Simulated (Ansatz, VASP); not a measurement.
## In3Cu in VASP and in Ansatz

```
In Cu
1.0
     4.40815    0.07922    0.07922
     0.07922    4.40815    0.07922
     0.07922    0.07922    4.40815
In Cu
3 1
Cartesian
  0.0792 2.2437 2.2437
  2.2437 0.0792 2.2437
  2.2437 2.2437 0.0792
  0.0000 0.0000 0.0000
```

Alike in both runs: task single point; functional LDA; k mesh 10 × 10 × 10; occupations gaussian, width 0.15 eV; no spin polarisation.

```csv
,VASP,Ansatz
version,VASP 6.6.1,Ansatz 0.2.0
potentials or method,"VASP PAW LDA potentials, release 64 (In_d, Cu), cutoff 520 eV","scalar-relativistic, plane waves, PAW"
valence electrons in the cell,50,58
```

|  | VASP | Ansatz | Ansatz less VASP |
| --- | --- | --- | --- |
| gap on the k mesh at the Fermi level (eV) | none | none | - |
| pressure (GPa) | -2.8 | -2.9 | -0.06 |
| traceless stress, the component that is largest in VASP (GPa) | -0.28 | -0.28 | -0.002 |

LDA's correlation is that of Perdew and Zunger in VASP and of Perdew and Wang (1992) in Ansatz. A gap of «none» marks a metal or a gap that the smearing closes. VASP's potentials hold 50 valence electrons a cell and Ansatz's 58, so a difference there can come from the potentials and not from the codes.
